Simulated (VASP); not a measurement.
# Rb2YbSn2 (I4/mmm) in VASP: single point with r2SCAN

Aim: the single point of Rb2YbSn2 with r2SCAN.

Everything below comes from runs of VASP 6.6.1. Logs are shortened: lines on timing, memory, paths and dates and some standing lists are left out, and cuts for length are marked.

## Step 1: The cell of the first run

It takes space group I4/mmm (No. 139, tetragonal). Conventional cell: a = 5.239 Å, b = 5.239 Å, c = 11.994 Å, α = 90.00°, β = 90.00°, γ = 90.00°. Within 4.0 Å of Rb (site symmetry -4m2) lie 4 Sn at 3.02 Å and 4 Rb at 3.70 Å and 4 Yb at 3.98 Å. Within 5.3 Å of Yb (site symmetry 4/mmm) lie 8 Rb at 3.98 Å and 10 Sn at 4.00 to 4.50 Å and 4 Yb at 5.24 Å. Sn (site symmetry 4mm) has 1 Sn at 3.00 Å and 4 Rb at 3.02 Å and 4 Yb at 4.00 Å within 4.0 Å.

## Step 2: Single point, r2SCAN

Contents of POSCAR:

```
Rb2YbSn2
1.0
    0.0000000000      5.2387320000      0.0000000000
    5.2387320000      0.0000000000      0.0000000000
    2.6193660000      2.6193660000     -5.9969750000
Rb Yb Sn
2 1 2
Direct
    0.7500000000      0.2500000000      0.5000000000
    0.2500000000      0.7500000000      0.5000000000
    0.0000000000      0.0000000000      0.0000000000
    0.3750000000      0.3750000000      0.2500000000
    0.6250000000      0.6250000000      0.7500000000
```

Contents of INCAR.step1:

```
SYSTEM = Rb2YbSn2
ALGO = Normal
EDIFF = 1E-4
ENCUT = 520
GGA = PE
ISMEAR = -1
LASPH = .True.
LCHARG = .False.
LREAL = .False.
LWAVE = .True.
NBANDS = 43
NELM = 80
PREC = Accurate
SIGMA = 0.1
```

Contents of INCAR.step2:

```
SYSTEM = Rb2YbSn2
ALGO = Normal
EDIFF = 1E-6
ENCUT = 520
ISIF = 2
ISMEAR = -1
ISTART = 1
LASPH = .True.
LCHARG = .True.
LELF = .True.
LMIXTAU = .True.
LREAL = .False.
LVHAR = .True.
LWAVE = .False.
METAGGA = R2SCAN
NBANDS = 43
NELM = 80
PREC = Accurate
SIGMA = 0.1
```

Contents of KPOINTS:

```
k-points
0
Gamma
  5 5 5
  0 0 0
```

Potentials or basis: VASP PAW PBE potentials, release 64 (Rb_sv, Yb, Sn_d).

Run with:

```sh
$ cat potpaw_PBE.64/Rb_sv/POTCAR potpaw_PBE.64/Yb/POTCAR potpaw_PBE.64/Sn_d/POTCAR > POTCAR
$ cp INCAR.step1 INCAR
$ mpirun -np 1 vasp_std > vasp.out
$ cp INCAR.step2 INCAR
$ mpirun -np 1 vasp_std > vasp.out
```

OUTCAR:

```text
SYSTEM = Rb2YbSn2
   EDIFF = 1E-6
   ENCUT = 520
   ISIF = 2
   ISMEAR = -1
   ISTART = 1
   LASPH = .True.
   LREAL = .False.
   METAGGA = R2SCAN
   NELM = 80
   PREC = Accurate

 ion  position               nearest neighbor table
   1  0.750  0.250  0.500-   4 3.02   4 3.02   5 3.02   5 3.02   2 3.70   2 3.70   2 3.70   2 3.70
                             3 3.98   3 3.98   3 3.98   3 3.98
   2  0.250  0.750  0.500-   4 3.02   4 3.02   5 3.02   5 3.02   1 3.70   1 3.70   1 3.70   1 3.70
                             3 3.98   3 3.98   3 3.98   3 3.98
   3  0.000  0.000  0.000-   1 3.98   2 3.98   1 3.98   2 3.98   1 3.98   2 3.98   1 3.98   2 3.98

   4  0.375  0.375  0.250-   5 3.00   2 3.02   1 3.02   2 3.02   1 3.02
   5  0.625  0.625  0.750-   4 3.00   1 3.02   1 3.02   2 3.02   2 3.02

  LATTYP: Found a body centered tetragonal cell.
 ALAT       =     5.2387320000
 C/A-ratio  =     2.2894757739

  Lattice vectors:

 A1 = (  -2.6193660000,   2.6193660000,   5.9969750000)
 A2 = (   2.6193660000,  -2.6193660000,   5.9969750000)
 A3 = (   2.6193660000,   2.6193660000,  -5.9969750000)

Analysis of symmetry for initial positions (statically):
=====================================================================
 Subroutine PRICEL returns:
 Original cell was already a primitive cell.

 Routine SETGRP: Setting up the symmetry group for a
 body centered tetragonal supercell.

 Subroutine GETGRP returns: Found 16 space group operations
 (whereof 16 operations were pure point group operations)
 out of a pool of 16 trial point group operations.

The static configuration has the point symmetry D_4h.

Analysis of symmetry for dynamics (positions and initial velocities):
=====================================================================
 Subroutine PRICEL returns:
 Original cell was already a primitive cell.

 Routine SETGRP: Setting up the symmetry group for a
 body centered tetragonal supercell.

 Subroutine GETGRP returns: Found 16 space group operations
 (whereof 16 operations were pure point group operations)
 out of a pool of 16 trial point group operations.

The dynamic configuration has the point symmetry D_4h.

 Subroutine INISYM returns: Found 16 space group operations
 (whereof 16 operations are pure point group operations),
 and found     1 'primitive' translations

----------------------------------------------------------------------------------------

                                     Primitive cell

  volume of cell :     164.5829

  direct lattice vectors                    reciprocal lattice vectors
     0.000000000  5.238732000  0.000000000     0.000000000  0.190885886  0.083375368
     5.238732000  0.000000000  0.000000000     0.190885886  0.000000000  0.083375368
     2.619366000  2.619366000 -5.996975000     0.000000000  0.000000000 -0.166750737

  length of vectors
     5.238732000  5.238732000  7.048820159     0.208299961  0.208299961  0.166750737

  position of ions in fractional coordinates (direct lattice)
     0.750000000  0.250000000  0.500000000
     0.250000000  0.750000000  0.500000000
     0.000000000  0.000000000  0.000000000
     0.375000000  0.375000000  0.250000000
     0.625000000  0.625000000  0.750000000

  ion indices of the primitive-cell ions
   primitive index   ion index
                 1           1
                 2           2
                 3           3
                 4           4
                 5           5

----------------------------------------------------------------------------------------

 KPOINTS: k-points

Automatic generation of k-mesh.
 Grid dimensions read from file:
 generate k-points for:    5    5    5

 Generating k-lattice:

  Cartesian coordinates                     Fractional coordinates (reciprocal lattice)
     0.000000000  0.038177177  0.016675074     0.200000000  0.000000000  0.000000000
     0.038177177  0.000000000  0.016675074     0.000000000  0.200000000  0.000000000
     0.000000000  0.000000000 -0.033350147     0.000000000  0.000000000  0.200000000

  Length of vectors
     0.041659992  0.041659992  0.033350147

  Shift w.r.t. Gamma in fractional coordinates (k-lattice)
     0.000000000  0.000000000  0.000000000

 Subroutine IBZKPT returns following result:
 ===========================================

 Found     18 irreducible k-points:

 Following reciprocal coordinates:
            Coordinates               Weight
  0.000000  0.000000  0.000000      1.000000
  0.200000  0.000000  0.000000      8.000000
  0.400000  0.000000  0.000000      8.000000
  0.200000  0.200000  0.000000      8.000000
  0.400000  0.200000  0.000000     16.000000
 -0.400000  0.200000  0.000000     16.000000
[... 10 lines left out ...]
  0.000000  0.000000  0.400000      2.000000
 -0.200000  0.000000  0.400000      4.000000
   k-points           NKPTS =     18   k-points in BZ     NKDIM =     18   number of bands    NBANDS=     43
   number of dos      NEDOS =    301   number of ions     NIONS =      5
   total plane-waves  NPLWV =  86400
   dimension x,y,z NGX =    40 NGY =   40 NGZ =   54
   dimension x,y,z NGXF=    80 NGYF=   80 NGZF=  108
   ions per type =               2   1   2
   NGX,Y,Z   is equivalent  to a cutoff of  12.69, 12.69, 12.74 a.u.
   NGXF,Y,Z  is equivalent  to a cutoff of  25.39, 25.39, 25.47 a.u.
 SYSTEM =  Rb2YbSn2
   PREC   = accura    normal or accurate (medium, high low for compatibility)
   ISTART =      1    job   : 0-new  1-cont  2-samecut
   ICHARG =      0    charge: 1-file 2-atom 10-const
   ISPIN  =      1    spin polarized calculation?
   LNONCOLLINEAR =      F non collinear calculations
   LSORBIT =      F    spin-orbit coupling
   LASPH  =      T    aspherical Exc in radial PAW
   ENCUT  =  520.0 eV  38.22 Ry    6.18 a.u.   9.74  9.74 13.11*2*pi/ulx,y,z
   NELM   =     80;   NELMIN=  2; NELMDL=  0     # of ELM steps
   EDIFF  = 0.1E-05   stopping-criterion for ELM
   LREAL  =      F    real-space projection
   EDIFFG = 0.1E-04   stopping-criterion for IOM
   NSW    =      0    number of steps for IOM
   IBRION =     -1    ionic relax: 0-MD 1-quasi-New 2-CG
   NFREE  =      0    steps in history (QN), initial steepest desc. (CG)
   ISIF   =      2    stress and relaxation
   ISYM   =      2    0-nonsym 1-usesym 2-fastsym
   POTIM  = 0.5000    time-step for ionic-motion
   TEBEG  =    0.0;   TEEND  =   0.0 temperature during run
   PSTRESS=    0.0 pullay stress
   NELECT =      70.0000    total number of electrons
   NUPDOWN=      -1.0000    fix difference up-down
   EMIN   =  10.00;   EMAX   =-10.00  energy-range for DOS
   EFERMI =   0.00;   METHOD = LEGACY
   ISMEAR =    -1;   SIGMA  =   0.10  broadening in eV -4-tet -1-fermi 0-gaus
   EFERMI_NEDOS =   21; number of points for ismear=-14 and -15
   IALGO  =     38    algorithm
   IMIX   =      4    mixing-type and parameters
     AMIX     =   0.40;   BMIX     =  1.00
     AMIX_MAG =   1.60;   BMIX_MAG =  1.00
  volume/ion in A,a.u.               =      32.92       222.13
  Fermi-wavevector in a.u.,A,eV,Ry     =   1.231155  2.326545 20.622922  1.515742
  Thomas-Fermi vector in A             =   2.365975
   LORBIT       =      0    0 simple, 1 ext, 2 COOP (PROOUT), +10 PAW based schemes
   METAGGA = R2SCAN    functional components
   LHFCALC =     F    Hartree Fock is set to
   AEXX    =    0.0000 exact exchange contribution
   IVDW    =     0    specifies the selected vdW correction
   LEPSILON=     F    determine dielectric tensor
   LRPA    =     F    only Hartree local field effects (RPA)
 non-spin polarized calculation
  energy-cutoff  :      520.00
  volume of cell :      164.58
 maximum number of plane-waves:      4444
   NGX = 19   NGY = 19   NGZ = 27

 number of electron      70.0000002 magnetization

 Free energy of the ion-electron system (eV)
  ---------------------------------------------------
  ext. energy  EPLUGINS =         0.00000000
  ---------------------------------------------------
  free energy    TOTEN  =      -109.18111771 eV

  energy without entropy =     -109.01811620  energy(sigma->0) =     -109.09961696

 E-fermi :   3.8897     XC(G=0):  -9.6644

 val. band max:        3.8890083028   @ k =  -0.2000  -0.2000   0.2000
 cond. band min:       3.9232488826   @ k =   0.2000   0.2000   0.0000
 fundamental gap:      0.0342405799
 Fermi energy:         3.8897062695

 k-point     1 :       0.0000    0.0000    0.0000
  band No.  band energies     occupation
      1     -50.0021      2.00000
      2     -24.9357      2.00000
      3     -24.7819      2.00000
      4     -21.8652      2.00000
      5     -21.7449      2.00000
      6     -21.7449      2.00000
[... 35 lines left out ...]
     42       7.3398      0.00000
     43       7.3399      0.00000

 k-point     2 :       0.2000    0.0000    0.0000
  band No.  band energies     occupation
      1     -50.0021      2.00000
      2     -24.9207      2.00000
      3     -24.7962      2.00000
      4     -21.8650      2.00000
      5     -21.7458      2.00000
      6     -21.7448      2.00000
[... 35 lines left out ...]
     42       7.0315      0.00000
     43       7.3644      0.00000

 k-point     3 :       0.4000    0.0000    0.0000
  band No.  band energies     occupation
      1     -50.0020      2.00000
      2     -24.8816      2.00000
      3     -24.8340      2.00000
      4     -21.8646      2.00000
      5     -21.7473      2.00000
      6     -21.7447      2.00000
[... 35 lines left out ...]
     42       6.8946      0.00000
     43       7.1072      0.00000

 k-point     4 :       0.2000    0.2000    0.0000
  band No.  band energies     occupation
      1     -50.0021      2.00000
      2     -24.9083      2.00000
      3     -24.8075      2.00000
      4     -21.8647      2.00000
      5     -21.7457      2.00000
      6     -21.7457      2.00000
[... 587 lines left out ...]
     42       7.3621      0.00000
     43       7.5077      0.00000

 k-point    17 :       0.0000    0.0000    0.4000
  band No.  band energies     occupation
      1     -50.0021      2.00000
      2     -24.9361      2.00000
      3     -24.7820      2.00000
      4     -21.8638      2.00000
      5     -21.7449      2.00000
      6     -21.7449      2.00000
[... 35 lines left out ...]
     42       7.0092      0.00000
     43       7.3206      0.00000

 k-point    18 :      -0.2000    0.0000    0.4000
  band No.  band energies     occupation
      1     -50.0021      2.00000
      2     -24.9210      2.00000
      3     -24.7963      2.00000
      4     -21.8638      2.00000
      5     -21.7458      2.00000
      6     -21.7448      2.00000
[... 35 lines left out ...]
     42       6.7508      0.00000
     43       6.9641      0.00000

------------------------ aborting loop because EDIFF is reached ----------------------------------------

  FORCE on cell =-STRESS in cart. coord.  units (eV):
  Direction    XX          YY          ZZ          XY          YZ          ZX
  --------------------------------------------------------------------------------------
  -------------------------------------------------------------------------------------
  Total       11.7703708     11.7703708      7.8838399      0.0000000      0.0000000     -0.0000000
  in kB      114.5819279    114.5819279     76.7474188      0.0000000      0.0000000     -0.0000000
  external PRESSURE =     101.9704249 kB  Pullay stress =       0.0000000 kB

 VOLUME and BASIS-vectors are now :
 -----------------------------------------------------------------------------
  energy-cutoff  :      520.00
  volume of cell :      164.58
      direct lattice vectors                 reciprocal lattice vectors
     0.000000000  5.238732000  0.000000000     0.000000000  0.190885886  0.083375368
     5.238732000  0.000000000  0.000000000     0.190885886  0.000000000  0.083375368
     2.619366000  2.619366000 -5.996975000     0.000000000  0.000000000 -0.166750737

 POSITION                                       TOTAL-FORCE (eV/Angst)
 -----------------------------------------------------------------------------------
      2.61937      5.23873     -2.99849        -0.000000     -0.000000     -0.000000
      5.23873      2.61937     -2.99849        -0.000000      0.000000      0.000000
      0.00000      0.00000      0.00000         0.000000      0.000000      0.000000
      2.61937      2.61937     -1.49924         0.000000      0.000000      3.956014
      5.23873      5.23873     -4.49773        -0.000000     -0.000000     -3.956014
 -----------------------------------------------------------------------------------
    total drift:                               -0.000000      0.000000     -0.000000

  FREE ENERGIE OF THE ION-ELECTRON SYSTEM (eV)
  ---------------------------------------------------
  free  energy   TOTEN  =      -109.1811177140 eV

  energy  without entropy=     -109.0181162028  energy(sigma->0) =     -109.09961696
```

It took 60 min on 1 thread of AMD EPYC 7R13, shared host; peak memory 0.38 GiB.

Results:

```yaml
Free_energy: -109.1811 eV
Pressure: 10.2 GPa
Largest_force: 3.956 eV/Å
Band_gap_on_the_k_mesh: zero (bands 35 and 36 overlap by 0.50 eV)
```

Forces on the atoms (eV/Å):
```
Rb   0.000  0.000  0.000
Rb   0.000  0.000  0.000
Yb   0.000  0.000  0.000
Sn   0.000  0.000  3.956
Sn   0.000  0.000 -3.956
```

Stress tensor (GPa, compression positive):
```
11.46  0.00  0.00
 0.00 11.46  0.00
 0.00  0.00  7.67
```

Levels at points of the mesh, in eV from the Fermi level:
| k point | band 33 | band 34 | band 35 | band 36 | band 37 | band 38 |
| --- | --- | --- | --- | --- | --- | --- |
| (0.00, 0.00, 0.00) | -0.45 | -0.45 | -0.08 | 0.20 | 0.92 | 0.92 |

Caveat: the cell stands under pressure; the PAW data sets were made with another functional, which shifts forces and pressure a little; spin-orbit coupling is left out, which moves the levels of the heavy elements. Spin polarisation is off, so any magnetic state and its effect on volume and gap are missing.
